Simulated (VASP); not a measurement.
# TiB2 (P6/mmm) in VASP: single point with PBE

Aim: the single point of TiB2 with PBE.

All numbers are computed with VASP 6.6.1; they aren't measurements. Logs are shortened: lines on timing, memory, paths and dates and some standing lists are left out, and cuts for length are marked.

**1. The cell of the first run**

It takes space group P6/mmm (No. 191, hexagonal). Conventional cell: a = 3.032 Å, b = 3.032 Å, c = 3.223 Å, α = 90.00°, β = 90.00°, γ = 120.00°. Within 3.3 Å of Ti (site symmetry 6/mmm) lie 12 B at 2.38 Å and 8 Ti at 3.03 to 3.22 Å. B (site symmetry -6m2) has 3 B at 1.75 Å and 6 Ti at 2.38 Å within 2.4 Å.

**2. Single point, PBE**

Contents of POSCAR:

```
TiB2
1.0
    3.0321013830      0.0000000000      0.0000000000
   -1.5160506915      2.6258768246      0.0000000000
    0.0000000000      0.0000000000      3.2234109036
Ti B
1 2
Direct
    0.0000000000      0.0000000000      0.0000000000
    0.3333333333      0.6666666667      0.5000000000
    0.6666666667      0.3333333333      0.5000000000
```

Contents of INCAR.step1:

```
SYSTEM = TiB2
  ALGO = Normal
  EDIFF = 1E-6
  ENCUT = 520
  GGA = PE
  ISIF = 2
  ISMEAR = 0
  LASPH = .TRUE.
  LCHARG = .TRUE.
  LMAXMIX = 4
  LREAL = .FALSE.
  LWAVE = .FALSE.
  NBANDS = 16
  NELM = 80
  PREC = Accurate
  SIGMA = 0.1
```

Contents of KPOINTS.step1:

```
k-points
0
G
  15 15 14
  0 0 0
```

Contents of INCAR.step2:

```
SYSTEM = TiB2
  ALGO = Normal
  EDIFF = 1E-6
  ENCUT = 520
  GGA = PE
  ICHARG = 11
  ISIF = 2
  ISMEAR = -5
  LASPH = .TRUE.
  LCHARG = .FALSE.
  LMAXMIX = 4
  LORBIT = 11
  LREAL = .FALSE.
  LWAVE = .FALSE.
  NEDOS = 1001
  NELM = 80
  PREC = Accurate
  SIGMA = 0.1
```

Contents of KPOINTS.step2:

```
k-points
0
G
  23 23 21
  0 0 0
```

Potentials or basis: VASP PAW PBE potentials, release 64 (Ti_sv, B).

Run with:

```sh
$ cat potpaw_PBE.64/Ti_sv/POTCAR potpaw_PBE.64/B/POTCAR > POTCAR
$ cp INCAR.step1 INCAR
$ cp KPOINTS.step1 KPOINTS
$ mpirun -np 1 vasp_std > vasp.out
$ cp INCAR.step2 INCAR
$ cp KPOINTS.step2 KPOINTS
$ mpirun -np 1 vasp_std > vasp.out
```

OUTCAR:

```text
SYSTEM = TiB2
   EDIFF = 1E-6
   ENCUT = 520
   GGA = PE
   ICHARG = 11
   ISIF = 2
   ISMEAR = -5
   LASPH = .TRUE.
   LORBIT = 11
   LREAL = .FALSE.
   NELM = 80
   PREC = Accurate

 ion  position               nearest neighbor table
   1  0.000  0.000  0.000-   2 2.38   3 2.38   2 2.38   3 2.38   3 2.38   3 2.38   2 2.38   2 2.38
                             3 2.38   3 2.38   2 2.38   2 2.38
   2  0.333  0.667  0.500-   3 1.75   3 1.75   3 1.75   1 2.38   1 2.38   1 2.38   1 2.38   1 2.38
                             1 2.38
   3  0.667  0.333  0.500-   2 1.75   2 1.75   2 1.75   1 2.38   1 2.38   1 2.38   1 2.38   1 2.38
                             1 2.38

  LATTYP: Found a hexagonal cell.
 ALAT       =     3.0321013830
 C/A-ratio  =     1.0630946978

  Lattice vectors:

 A1 = (   3.0321013830,   0.0000000000,   0.0000000000)
 A2 = (  -1.5160506915,   2.6258768246,   0.0000000000)
 A3 = (   0.0000000000,   0.0000000000,   3.2234109036)

Analysis of symmetry for initial positions (statically):
=====================================================================
 Subroutine PRICEL returns:
 Original cell was already a primitive cell.

 Routine SETGRP: Setting up the symmetry group for a
 hexagonal supercell.

 Subroutine GETGRP returns: Found 24 space group operations
 (whereof 24 operations were pure point group operations)
 out of a pool of 24 trial point group operations.

The static configuration has the point symmetry D_6h.

Analysis of symmetry for dynamics (positions and initial velocities):
=====================================================================
 Subroutine PRICEL returns:
 Original cell was already a primitive cell.

 Routine SETGRP: Setting up the symmetry group for a
 hexagonal supercell.

 Subroutine GETGRP returns: Found 24 space group operations
 (whereof 24 operations were pure point group operations)
 out of a pool of 24 trial point group operations.

The dynamic configuration has the point symmetry D_6h.

 Subroutine INISYM returns: Found 24 space group operations
 (whereof 24 operations are pure point group operations),
 and found     1 'primitive' translations

----------------------------------------------------------------------------------------

                                     Primitive cell

  volume of cell :      25.6646

  direct lattice vectors                    reciprocal lattice vectors
     3.032101383  0.000000000  0.000000000     0.329804276  0.190412587  0.000000000
    -1.516050692  2.625876825  0.000000000     0.000000000  0.380825175  0.000000000
     0.000000000  0.000000000  3.223410904     0.000000000  0.000000000  0.310230383

[... 110 lines left out ...]
  Thomas-Fermi vector in A             =   2.571665
   LORBIT       =     11    0 simple, 1 ext, 2 COOP (PROOUT), +10 PAW based schemes
   GGA     = PE    functional components
   LHFCALC =     F    Hartree Fock is set to
   AEXX    =    0.0000 exact exchange contribution
   IVDW    =     0    specifies the selected vdW correction
   LEPSILON=     F    determine dielectric tensor
   LRPA    =     F    only Hartree local field effects (RPA)
 non-spin polarized calculation
 Fermi weights with tetrahedron method with Bloechl corrections
  energy-cutoff  :      520.00
  volume of cell :       25.66
 maximum number of plane-waves:       719
 NGX is ok and might be reduce to    24

 number of electron      18.0000001 magnetization

 Free energy of the ion-electron system (eV)
  ---------------------------------------------------
  ext. energy  EPLUGINS =         0.00000000
  ---------------------------------------------------
  free energy    TOTEN  =       -24.42921793 eV

  energy without entropy =      -24.42921793  energy(sigma->0) =      -24.42921793

 E-fermi :  10.0726     XC(G=0): -12.7675

 val. band max:       10.1072174695   @ k =   0.0435  -0.0000   0.2381
 cond. band min:       9.9833756085   @ k =   0.1304   0.1304   0.2381
 fundamental gap:     -0.1238418610
 Fermi energy:        10.0726170429

 k-point     1 :       0.0000    0.0000    0.0000
  band No.  band energies     occupation
      1     -46.9594      2.00000
      2     -23.3109      2.00000
      3     -22.9978      2.00000
      4     -22.9978      2.00000
      5      -3.5075      2.00000
      6       7.3787      2.00000
      7       7.3787      2.00000
      8       7.6952      2.00000
      9       7.8890      2.00000
     10      11.8849      0.00000
     11      11.8849      0.00000
     12      13.6600      0.00000
     13      13.6600      0.00000
[... 354 lines left out ...]
  band No.  band energies     occupation
      1     -46.9483      2.00000
      2     -23.2967      2.00000
      3     -23.0813      2.00000
      4     -23.0188      2.00000
      5      -3.0760      2.00000
      6       6.2980      2.00000
      7       7.1433      2.00000
      8       7.4003      2.00000
      9       8.1568      2.00000
     10      11.7199      0.00000
     11      12.5373      0.00000
     12      12.6014      0.00000
     13      12.7651      0.00000

 [... further k-points ...]

------------------------ aborting loop because EDIFF is reached ----------------------------------------

  FORCE on cell =-STRESS in cart. coord.  units (eV):
  Direction    XX          YY          ZZ          XY          YZ          ZX
  --------------------------------------------------------------------------------------
  -------------------------------------------------------------------------------------
  Total        0.0688539      0.0688539      0.0500704      0.0000000      0.0000000      0.0000000
  in kB        4.2983889      4.2983889      3.1257793      0.0000000      0.0000000      0.0000000
  external PRESSURE =       3.9075190 kB  Pullay stress =       0.0000000 kB

 VOLUME and BASIS-vectors are now :
 -----------------------------------------------------------------------------
  energy-cutoff  :      520.00
  volume of cell :       25.66
      direct lattice vectors                 reciprocal lattice vectors
     3.032101383  0.000000000  0.000000000     0.329804276  0.190412587  0.000000000
    -1.516050692  2.625876825  0.000000000     0.000000000  0.380825175  0.000000000
     0.000000000  0.000000000  3.223410904     0.000000000  0.000000000  0.310230383

 POSITION                                       TOTAL-FORCE (eV/Angst)
 -----------------------------------------------------------------------------------
      0.00000      0.00000      0.00000         0.000000      0.000000      0.000000
     -0.00000      1.75058      1.61171         0.000000      0.000000      0.000000
      1.51605      0.87529      1.61171        -0.000000     -0.000000      0.000000
 -----------------------------------------------------------------------------------
    total drift:                                0.000000      0.000000      0.000000

  FREE ENERGIE OF THE ION-ELECTRON SYSTEM (eV)
  ---------------------------------------------------
  free  energy   TOTEN  =       -24.4292179322 eV

  energy  without entropy=      -24.4292179322  energy(sigma->0) =      -24.42921793

 total charge

# of ion       s       p       d       tot
------------------------------------------
    1        2.176   6.209   2.034  10.420
    2        0.687   1.324   0.000   2.010
    3        0.687   1.324   0.000   2.010
--------------------------------------------------
tot          3.549   8.856   2.034  14.440
```

OSZICAR.step1:

```text
N       E                     dE             d eps       ncg     rms          rms(c)
DAV:   1     0.121889795646E+03    0.12189E+03   -0.90476E+03  6920   0.129E+03
DAV:   2    -0.223076274701E+02   -0.14420E+03   -0.13934E+03  7584   0.341E+02
DAV:   3    -0.294294986559E+02   -0.71219E+01   -0.70278E+01 10128   0.733E+01
DAV:   4    -0.295769958210E+02   -0.14750E+00   -0.14742E+00  8336   0.960E+00
DAV:   5    -0.295813599140E+02   -0.43641E-02   -0.43639E-02  9968   0.135E+00    0.167E+01
DAV:   6    -0.244448680797E+02    0.51365E+01   -0.20698E+01  9952   0.484E+01    0.382E+00
DAV:   7    -0.244297150987E+02    0.15153E-01   -0.10513E+00  7440   0.117E+01    0.337E+00
DAV:   8    -0.244322259787E+02   -0.25109E-02   -0.82507E-02 11352   0.241E+00    0.785E-01
DAV:   9    -0.244307600127E+02    0.14660E-02   -0.35411E-02  8584   0.238E+00    0.269E-01
DAV:  10    -0.244302499657E+02    0.51005E-03   -0.27777E-03  9080   0.635E-01    0.613E-02
DAV:  11    -0.244302739965E+02   -0.24031E-04   -0.39779E-04  9792   0.217E-01    0.488E-02
DAV:  12    -0.244302641390E+02    0.98575E-05   -0.61552E-05  8048   0.995E-02    0.895E-03
DAV:  13    -0.244302636053E+02    0.53370E-06   -0.35753E-06  8392   0.185E-02
   1 F= -.24430264E+02 E0= -.24429323E+02  d E =-.188173E-02
```

Run time: 5.7 min. Hardware: 1 thread of AMD EPYC 7R13, shared host; peak memory 0.31 GiB.

What came out:

```
Valence electrons inside the program's atomic spheres : Ti 10.42; B 2.01
```

Caveat: tetrahedron occupations give inexact forces and stress in metals.
